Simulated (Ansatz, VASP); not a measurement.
Two plane-wave programs on Ti

File INCAR:

```
SYSTEM = Ti
ALGO = Fast
EDIFF = 1E-6
ENCUT = 520
ISIF = 2
ISMEAR = 0
LASPH = .TRUE.
LCHARG = .FALSE.
LREAL = .FALSE.
LWAVE = .FALSE.
NBANDS = 12
NELM = 80
PREC = Accurate
SIGMA = 0.15
```

The input KPOINTS:

```
k-points
0
G
  20 20 20
  0 0 0
```

POSCAR

```
Ti
1.0
   -1.7271525000      1.7271525000      1.6410000000
    1.7271525000     -1.7271525000      1.6410000000
    1.7271525000      1.7271525000     -1.6410000000
Ti
1
Direct
    0.0000000000      0.0000000000      0.0000000000
```

Input for Ansatz:

```yaml
crystal:
  lattice:
    - [-1.7271525, 1.7271525, 1.641]
    - [1.7271525, -1.7271525, 1.641]
    - [1.7271525, 1.7271525, -1.641]
  atoms:
    - { symbol: Ti, position: [0.0, 0.0, 0.0] }
basis:
  ecutwfc: 420
kpoints:
  mp_grid: { grid: [20, 20, 20] }
hamiltonian:
  xc: lda
scf:
  occupations: { method: gaussian, width: 0.15 }
output:
  forces: true
  stress: true
  eigenvalues: true
```

Change from the starting cell: strain +0.0525 x Voigt [1, 1, 0, 0, 0, 0], atoms carried along.

Alike in both runs: task single point; functional LDA; k mesh 20 × 20 × 20; occupations gaussian, width 0.15 eV; no spin polarisation.

|  | VASP | Ansatz |
| --- | --- | --- |
| version | VASP 6.6.1 | Ansatz 0.2.0 |
| potentials or method | VASP PAW LDA potentials, release 64 (Ti_sv), cutoff 520 eV | scalar-relativistic, plane waves, PAW |
| valence electrons in the cell | 12 | 12 |

|  | VASP | Ansatz | Ansatz less VASP |
| --- | --- | --- | --- |
| gap on the k mesh at the Fermi level (eV) | none | none | - |
| pressure (GPa) | -17.5 | -17.5 | -0.01 |
| traceless stress, the component that is largest in VASP (GPa) | -1.03 | -1.03 | -0.007 |

LDA's correlation is that of Perdew and Zunger in VASP and of Perdew and Wang (1992) in Ansatz. A gap of «none» marks a metal or a gap that the smearing closes.
